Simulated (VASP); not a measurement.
CdI2, 9 atoms in the cell. Symmetry: P-3m1, No. 164, trigonal system. Conventional cell: a = 4.244 Å, b = 4.244 Å, c = 6.859 Å, α = 90.00°, β = 90.00°, γ = 120.00°. Within 4.0 Å of Cd (site symmetry -3m) lie 6 I at 3.00 Å. I (site symmetry 3m) has 3 Cd at 3.00 Å within 4.0 Å. 

- Program: VASP 6.6.1
- Task: electric field gradients
- Functional: PBE
- Potentials or basis: VASP PAW PBE potentials, release 64 (Cd, I)
- Cutoff: 400 eV
- k mesh: 3 × 3 × 3
- Occupations: gaussian, width 0.01 eV
- Spin: no spin polarisation
- Dipole correction: no
- Further INCAR settings: ALGO = Normal; EDIFF = 1e-08; NBANDS = 49

Potentials or basis: VASP PAW PBE potentials, release 64 (Cd, I).

The run is started by

```bash
$ cat potpaw_PBE.64/Cd/POTCAR potpaw_PBE.64/I/POTCAR > POTCAR
$ mpirun -np 1 vasp_std > vasp.out
```

Hardware: 1 thread of Oxide Virtual Turin-like Processor (shared host).

Task: How long does it take, and how much memory?

Result: It took 2.4 min on 1 thread of Oxide Virtual Turin-like Processor, on a shared host, peak memory 0.3 GiB. Counts: scf iterations 21, k points 7.
